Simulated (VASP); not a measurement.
# Si20H11Cl2: single point with PBEsol

Si20H11Cl2, a slab with vacuum:

```xyz
33
Lattice="7.6792 0.0000 0.0000 0.0000 7.6792 0.0000 0.0000 0.0000 18.5544" Properties=species:S:1:pos:R:3 pbc="T T T"
H     3.1438    0.0000    1.0000
H     0.6958    0.0000    1.0000
H     6.9834    0.0000    1.0000
H     4.5354    0.0000    1.0000
H     3.1438    3.8396    1.0000
H     0.6958    3.8396    1.0000
H     6.9834    3.8396    1.0000
H     4.5354    3.8396    1.0000
H     5.3706    0.1069    8.4695
H     1.9791    4.8081    8.0839
H     5.6739    3.6240    8.4953
Si    1.9198    0.0000    1.8655
Si    5.7594    0.0000    1.8655
Si    1.9198    3.8396    1.8655
Si    5.7594    3.8396    1.8655
Si    1.8935    1.9168    3.1246
Si    5.7008    1.9264    3.1602
Si    1.8975    5.7624    3.2637
Si    5.6756    5.7890    3.2106
Si   -0.0207    1.8460    4.4241
Si    3.7687    2.0399    4.4335
Si   -0.0796    5.6031    4.5687
Si    3.7946    5.9715    4.6302
Si   -0.7064   -0.0745    5.4727
Si    3.5985    0.2936    6.0169
Si    0.0087    3.6644    5.9000
Si    3.9120    3.9504    5.7596
Si    2.4348    1.5383    7.9501
Si    5.5324    0.7526    7.1028
Si    2.0151    3.6869    7.0651
Si    5.7268    3.1419    7.0667
Cl    2.3966    9.5815   10.0054
Cl    0.5720    8.0105    7.6175
```

```json
{
 "Program": "VASP 6.6.1",
 "Task": "single point",
 "Functional": "PBEsol",
 "Potentials or basis": "VASP PAW PBE potentials, release 64 (H, Si, Cl)",
 "Cutoff": "520 eV",
 "k mesh": "1 × 1 × 1",
 "Occupations": "gaussian, width 0.05 eV",
 "Spin": "collinear spin, zero start"
}
```

```json
{
  "Largest force": "0.991 eV/Å",
  "Net moment": "-1.00 μB per cell",
  "Site moments": "H -0.00, +0.00, -0.01 (each value once); Si +0.00, -0.00, -0.04, -0.01, -0.02, -0.05, -0.07 (each value once); Cl -0.03, -0.01 μB",
  "Valence electrons inside the program's atomic spheres": "H 0.58, 0.55, 0.56 (each value once); Si 1.76, 1.77, 1.75, 1.73, 1.69, 1.71, 1.72, 1.70, 1.67, 1.65, 1.56 (each value once); Cl 5.09, 5.08"
}
```

Forces in eV/Å, atoms in the order of the input:
```
H   -0.746 -0.124  0.095
H    0.787 -0.038  0.033
H   -0.760  0.023  0.050
H    0.793 -0.059 -0.003
H   -0.720  0.035  0.085
H    0.801  0.167 -0.010
H   -0.757  0.073  0.028
H    0.726  0.031  0.043
H    0.343  0.184 -0.249
H   -0.021 -0.227  0.078
H    0.054  0.018 -0.028
Si  -0.143 -0.363 -0.031
Si   0.021  0.075 -0.065
Si  -0.178  0.257  0.096
Si  -0.176  0.266  0.060
Si  -0.073 -0.010 -0.002
Si   0.093  0.007 -0.041
Si  -0.109  0.013 -0.071
Si   0.055 -0.115 -0.006
Si  -0.153  0.252 -0.191
Si   0.027 -0.036  0.082
Si   0.016 -0.020 -0.095
Si   0.042  0.005  0.087
Si   0.513  0.049  0.436
Si  -0.226 -0.048  0.193
Si  -0.056 -0.082 -0.157
Si   0.044 -0.019  0.097
Si   0.240 -0.167 -0.947
Si  -0.455  0.088  0.364
Si   0.080  0.108  0.077
Si  -0.042 -0.002 -0.087
Cl   0.077 -0.377  0.014
Cl  -0.099  0.037  0.066
```

Levels at points of the mesh, in eV from the Fermi level:
Spin up:
| k point | band 50 | band 51 | band 52 | band 53 | band 54 | band 55 |
| --- | --- | --- | --- | --- | --- | --- |
| (0.00, 0.00, 0.00) | -1.30 | -1.10 | -1.05 | 0.15 | 0.39 | 0.72 |
Spin down:
| k point | band 51 | band 52 | band 53 | band 54 | band 55 | band 56 |
| --- | --- | --- | --- | --- | --- | --- |
| (0.00, 0.00, 0.00) | -1.13 | -1.08 | -0.15 | 0.26 | 0.66 | 0.95 |

Run time: 5.2 min on 1 thread of Intel(R) Xeon(R) 6975P-C (Granite Rapids) (shared host), peak memory 1.3 GiB.

Caveat: the k points lie up to 0.82 Å⁻¹ apart, too coarse for converged energies, forces and pressures; there is no dipole correction, which matters where the two faces differ; the PAW data sets were made with another functional, which shifts forces and pressure a little.
